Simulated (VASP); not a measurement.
# RbLi3Rh (Pm-3m) in VASP: single point with PBE

Aim: the single point of RbLi3Rh with PBE.

Everything below comes from runs of VASP 6.6.1. Logs are shortened: lines on timing, memory, paths and dates and some standing lists are left out, and cuts for length are marked.

**1. The cell of the first run**

Symmetry: Pm-3m, No. 221, cubic system. The conventional cell has a = 4.719 Å, b = 4.719 Å, c = 4.719 Å, α = 90.00°, β = 90.00°, γ = 90.00°. Within 3.1 Å of Rb (site symmetry m-3m) lie 6 Li at 2.36 Å. Within 3.1 Å of Li (site symmetry 4/mmm) lie 2 Rb at 2.36 Å. Rh (site symmetry m-3m) has 12 Li at 3.34 Å and 8 Rb at 4.09 Å within 4.4 Å.

The cell was built from a structure type or drawn by symmetry, and may not be a known phase.

**2. Single point, PBE, collinear spin, ferromagnetic start**

The input, INCAR:

```
SYSTEM = RbLi3Rh
PREC     = Accurate       ! precision mode
ENCUT    = 520            ! plane-wave cutoff, eV
EDIFF    = 1E-7           ! SCF threshold, eV
ISMEAR   = 0              ! smearing method
SIGMA    = 0.1            ! smearing width, eV
LREAL    = .False.        ! projectors in reciprocal space
LASPH    = .True.         ! aspherical terms in the spheres
NELM     = 150            ! most SCF steps
ALGO     = Normal         ! electronic algorithm
ISIF     = 2              ! what is computed and relaxed
LWAVE    = .False.        ! write WAVECAR
LCHARG   = .False.        ! write CHGCAR
ISPIN    = 2              ! spin polarisation
MAGMOM   = 0 0 0 0 0.46   ! initial moments
LORBIT   = 11             ! projections on sites
LMAXMIX  = 4              ! l up to which the mixer works
GGA      = PE             ! functional
NBANDS   = 28             ! bands
```

The input, KPOINTS:

```
regular mesh
0
Gamma
  8 8 8
  0 0 0
```

The input, POSCAR:

```
RbLi3Rh
1.0
    4.7192685961      0.0000000000      0.0000000000
    0.0000000000      4.7192685961      0.0000000000
    0.0000000000      0.0000000000      4.7192685961
Rb Li Rh
1 3 1
Direct
    0.0000000000      0.0000000000      0.0000000000
    0.5000000000      0.0000000000      0.0000000000
    0.0000000000      0.5000000000      0.0000000000
    0.0000000000      0.0000000000      0.5000000000
    0.5000000000      0.5000000000      0.5000000000
```

Potentials or basis: VASP PAW PBE potentials, release 64 (Rb_sv, Li_sv, Rh_pv).

Launch:

```console
cat potpaw_PBE.64/Rb_sv/POTCAR potpaw_PBE.64/Li_sv/POTCAR potpaw_PBE.64/Rh_pv/POTCAR > POTCAR
mpirun -np 1 vasp_std > vasp.out
```

OUTCAR:

```text
SYSTEM = RbLi3Rh
   PREC = Accurate
   ENCUT = 520
   EDIFF = 1E-7
   ISMEAR = 0
   LREAL = .False.
   LASPH = .True.
   NELM = 150
   ISIF = 2
   ISPIN = 2
   LORBIT = 11
   GGA = PE

 ion  position               nearest neighbor table
   1  0.000  0.000  0.000-   2 2.36   3 2.36   4 2.36   4 2.36   3 2.36   2 2.36   5 4.09   5 4.09
                             5 4.09   5 4.09   5 4.09   5 4.09   5 4.09   5 4.09
   2  0.500  0.000  0.000-   1 2.36   1 2.36
   3  0.000  0.500  0.000-   1 2.36   1 2.36
   4  0.000  0.000  0.500-   1 2.36   1 2.36
   5  0.500  0.500  0.500-   1 4.09   1 4.09   1 4.09   1 4.09   1 4.09   1 4.09   1 4.09   1 4.09

  LATTYP: Found a simple cubic cell.
 ALAT       =     4.7192685961

  Lattice vectors:

 A1 = (   4.7192685961,   0.0000000000,   0.0000000000)
 A2 = (   0.0000000000,   4.7192685961,   0.0000000000)
 A3 = (   0.0000000000,   0.0000000000,   4.7192685961)

Analysis of symmetry for initial positions (statically):
=====================================================================
 Subroutine PRICEL returns:
 Original cell was already a primitive cell.

 Routine SETGRP: Setting up the symmetry group for a
 simple cubic supercell.

 Subroutine GETGRP returns: Found 48 space group operations
 (whereof 48 operations were pure point group operations)
 out of a pool of 48 trial point group operations.

The static configuration has the point symmetry O_h .

Analysis of symmetry for dynamics (positions and initial velocities):
=====================================================================
 Subroutine PRICEL returns:
 Original cell was already a primitive cell.

 Routine SETGRP: Setting up the symmetry group for a
 simple cubic supercell.

 Subroutine GETGRP returns: Found 48 space group operations
 (whereof 48 operations were pure point group operations)
 out of a pool of 48 trial point group operations.

The dynamic configuration has the point symmetry O_h .

Analysis of structural, dynamic, and magnetic symmetry:
=====================================================================
 Subroutine PRICEL returns:
 Original cell was already a primitive cell.

 Routine SETGRP: Setting up the symmetry group for a
 simple cubic supercell.

 Subroutine GETGRP returns: Found 48 space group operations
 (whereof 48 operations were pure point group operations)
 out of a pool of 48 trial point group operations.

The overall configuration has the point symmetry O_h .

 Subroutine INISYM returns: Found 48 space group operations
 (whereof 48 operations are pure point group operations),
 and found     1 'primitive' translations

----------------------------------------------------------------------------------------

                                     Primitive cell

  volume of cell :     105.1052

  direct lattice vectors                    reciprocal lattice vectors
     4.719268596  0.000000000  0.000000000     0.211897242  0.000000000  0.000000000
     0.000000000  4.719268596  0.000000000     0.000000000  0.211897242  0.000000000
     0.000000000  0.000000000  4.719268596     0.000000000  0.000000000  0.211897242

  length of vectors
     4.719268596  4.719268596  4.719268596     0.211897242  0.211897242  0.211897242

  position of ions in fractional coordinates (direct lattice)
     0.000000000  0.000000000  0.000000000
     0.500000000  0.000000000  0.000000000
     0.000000000  0.500000000  0.000000000
     0.000000000  0.000000000  0.500000000
     0.500000000  0.500000000  0.500000000

  ion indices of the primitive-cell ions
   primitive index   ion index
                 1           1
                 2           2
                 3           3
                 4           4
                 5           5

----------------------------------------------------------------------------------------

 KPOINTS: regular mesh

Automatic generation of k-mesh.
 Grid dimensions read from file:
 generate k-points for:    8    8    8

 Generating k-lattice:

  Cartesian coordinates                     Fractional coordinates (reciprocal lattice)
     0.026487155  0.000000000  0.000000000     0.125000000  0.000000000  0.000000000
     0.000000000  0.026487155  0.000000000     0.000000000  0.125000000  0.000000000
     0.000000000  0.000000000  0.026487155     0.000000000  0.000000000  0.125000000

  Length of vectors
     0.026487155  0.026487155  0.026487155

  Shift w.r.t. Gamma in fractional coordinates (k-lattice)
     0.000000000  0.000000000  0.000000000

 Subroutine IBZKPT returns following result:
 ===========================================

 Found     35 irreducible k-points:

 Following reciprocal coordinates:
            Coordinates               Weight
  0.000000  0.000000  0.000000      1.000000
  0.125000  0.000000  0.000000      6.000000
  0.250000  0.000000  0.000000      6.000000
  0.375000  0.000000  0.000000      6.000000
  0.500000  0.000000  0.000000      3.000000
  0.125000  0.125000  0.000000     12.000000
[... 16 lines left out ...]
  0.375000  0.375000  0.125000     24.000000
  0.500000  0.375000  0.125000     24.000000
 [... further k-points ...]
   k-points           NKPTS =     35   k-points in BZ     NKDIM =     35   number of bands    NBANDS=     28
   number of dos      NEDOS =    301   number of ions     NIONS =      5
   total plane-waves  NPLWV =  46656
   dimension x,y,z NGX =    36 NGY =   36 NGZ =   36
   dimension x,y,z NGXF=    72 NGYF=   72 NGZF=   72
   ions per type =               1   3   1
   NGX,Y,Z   is equivalent  to a cutoff of  12.68, 12.68, 12.68 a.u.
   NGXF,Y,Z  is equivalent  to a cutoff of  25.36, 25.36, 25.36 a.u.
 SYSTEM =  RbLi3Rh
   PREC   = accura    normal or accurate (medium, high low for compatibility)
   ISTART =      0    job   : 0-new  1-cont  2-samecut
   ICHARG =      2    charge: 1-file 2-atom 10-const
   ISPIN  =      2    spin polarized calculation?
   LNONCOLLINEAR =      F non collinear calculations
   LSORBIT =      F    spin-orbit coupling
   LASPH  =      T    aspherical Exc in radial PAW
   ENCUT  =  520.0 eV  38.22 Ry    6.18 a.u.   8.77  8.77  8.77*2*pi/ulx,y,z
   NELM   =    150;   NELMIN=  2; NELMDL= -5     # of ELM steps
   EDIFF  = 0.1E-06   stopping-criterion for ELM
   LREAL  =      F    real-space projection
   EDIFFG = 0.1E-05   stopping-criterion for IOM
   NSW    =      0    number of steps for IOM
   IBRION =     -1    ionic relax: 0-MD 1-quasi-New 2-CG
   NFREE  =      0    steps in history (QN), initial steepest desc. (CG)
   ISIF   =      2    stress and relaxation
   ISYM   =      2    0-nonsym 1-usesym 2-fastsym
   POTIM  = 0.5000    time-step for ionic-motion
   TEBEG  =    0.0;   TEEND  =   0.0 temperature during run
   PSTRESS=    0.0 pullay stress
   NELECT =      33.0000    total number of electrons
   NUPDOWN=      -1.0000    fix difference up-down
   EMIN   =  10.00;   EMAX   =-10.00  energy-range for DOS
   EFERMI =   0.00;   METHOD = LEGACY
   ISMEAR =     0;   SIGMA  =   0.10  broadening in eV -4-tet -1-fermi 0-gaus
   EFERMI_NEDOS =   21; number of points for ismear=-14 and -15
   IALGO  =     38    algorithm
   IMIX   =      4    mixing-type and parameters
     AMIX     =   0.40;   BMIX     =  1.00
     AMIX_MAG =   1.60;   BMIX_MAG =  1.00
  volume/ion in A,a.u.               =      21.02       141.86
  Fermi-wavevector in a.u.,A,eV,Ry     =   1.112683  2.102666 16.844876  1.238063
  Thomas-Fermi vector in A             =   2.249260
   LORBIT       =     11    0 simple, 1 ext, 2 COOP (PROOUT), +10 PAW based schemes
   GGA     = PE    functional components
   LHFCALC =     F    Hartree Fock is set to
   AEXX    =    0.0000 exact exchange contribution
   IVDW    =     0    specifies the selected vdW correction
   LEPSILON=     F    determine dielectric tensor
   LRPA    =     F    only Hartree local field effects (RPA)
 spin polarized calculation
 Gauss-broadening in eV      SIGMA  =   0.10
  energy-cutoff  :      520.00
  volume of cell :      105.11
 maximum number of plane-waves:      2872
 NGX is ok and might be reduce to    36
   NGX = 17   NGY = 17   NGZ = 17

 number of electron      32.9999963 magnetization       0.0000200

 Free energy of the ion-electron system (eV)
  ---------------------------------------------------
  ext. energy  EPLUGINS =         0.00000000
  ---------------------------------------------------
  free energy    TOTEN  =        -8.14897029 eV

  energy without entropy =       -8.13344033  energy(sigma->0) =       -8.14120531

 E-fermi :   2.5991     XC(G=0):  -8.6225

 val. band max:        2.5551226221   @ k =   0.3750   0.1250   0.0000
 cond. band min:       2.6002197255   @ k =   0.3750   0.1250   0.1250
 fundamental gap:      0.0450971034
 Fermi energy:         2.5991111979

 spin component 1

 k-point     1 :       0.0000    0.0000    0.0000
  band No.  band energies     occupation
      1     -45.4940      1.00000
      2     -45.4830      1.00000
      3     -45.4830      1.00000
      4     -42.2687      1.00000
      5     -42.2687      1.00000
      6     -42.2687      1.00000
[... 733 lines left out ...]
     27       9.7375      0.00000
     28       9.8360      0.00000

 [... further k-points ...]

 spin component 2

 k-point     1 :       0.0000    0.0000    0.0000
  band No.  band energies     occupation
      1     -45.4940      1.00000
      2     -45.4830      1.00000
      3     -45.4830      1.00000
      4     -42.2687      1.00000
      5     -42.2687      1.00000
      6     -42.2687      1.00000
[... 733 lines left out ...]
     27       9.7375      0.00000
     28       9.8360      0.00000

 [... further k-points ...]

------------------------ aborting loop because EDIFF is reached ----------------------------------------

  FORCE on cell =-STRESS in cart. coord.  units (eV):
  Direction    XX          YY          ZZ          XY          YZ          ZX
  --------------------------------------------------------------------------------------
  -------------------------------------------------------------------------------------
  Total       -0.0303048     -0.0303048     -0.0303048      0.0000000      0.0000000      0.0000000
  in kB       -0.4619536     -0.4619536     -0.4619536      0.0000000      0.0000000      0.0000000
  external PRESSURE =      -0.4619536 kB  Pullay stress =       0.0000000 kB

 VOLUME and BASIS-vectors are now :
 -----------------------------------------------------------------------------
  energy-cutoff  :      520.00
  volume of cell :      105.11
      direct lattice vectors                 reciprocal lattice vectors
     4.719268596  0.000000000  0.000000000     0.211897242  0.000000000  0.000000000
     0.000000000  4.719268596  0.000000000     0.000000000  0.211897242  0.000000000
     0.000000000  0.000000000  4.719268596     0.000000000  0.000000000  0.211897242

 POSITION                                       TOTAL-FORCE (eV/Angst)
 -----------------------------------------------------------------------------------
      0.00000      0.00000      0.00000         0.000000      0.000000      0.000000
      2.35963      0.00000      0.00000         0.000000      0.000000      0.000000
      0.00000      2.35963      0.00000         0.000000      0.000000      0.000000
      0.00000      0.00000      2.35963         0.000000      0.000000      0.000000
      2.35963      2.35963      2.35963         0.000000      0.000000      0.000000
 -----------------------------------------------------------------------------------
    total drift:                                0.000000      0.000000      0.000000

  FREE ENERGIE OF THE ION-ELECTRON SYSTEM (eV)
  ---------------------------------------------------
  free  energy   TOTEN  =        -8.1489702850 eV

  energy  without entropy=       -8.1334403301  energy(sigma->0) =       -8.14120531

 total charge

# of ion       s       p       d       tot
------------------------------------------
    1        1.991   5.298   0.145   7.434
    2        2.025   0.055   0.000   2.081
    3        2.025   0.055   0.000   2.081
    4        2.025   0.055   0.000   2.081
    5        0.254   6.041   7.196  13.491
--------------------------------------------------
tot          8.320  11.505   7.342  27.167

 magnetization (x)

# of ion       s       p       d       tot
------------------------------------------
    1       -0.000  -0.000  -0.000  -0.000
    2       -0.000  -0.000   0.000  -0.000
    3       -0.000  -0.000   0.000  -0.000
    4       -0.000  -0.000   0.000  -0.000
    5        0.000   0.000   0.000   0.000
--------------------------------------------------
tot         -0.000  -0.000   0.000   0.000
```

Wall time 2.7 min (1 thread of Intel Xeon Platinum 8375C at 2.90GHz (Ice Lake), shared host); peak memory 0.34 GiB.

What came out:

```yaml
Free_energy: -8.1490 eV
Net_moment: 0.00 μB per cell
Valence_electrons_inside_the_program's_atomic_spheres: Rb 7.43; Li 2.08; Rh 13.49
```

Caveat: the cutoff is under 1.25 times the usual one of these potentials, so pressure, stress and relaxed cells hold a basis-set (Pulay) error.
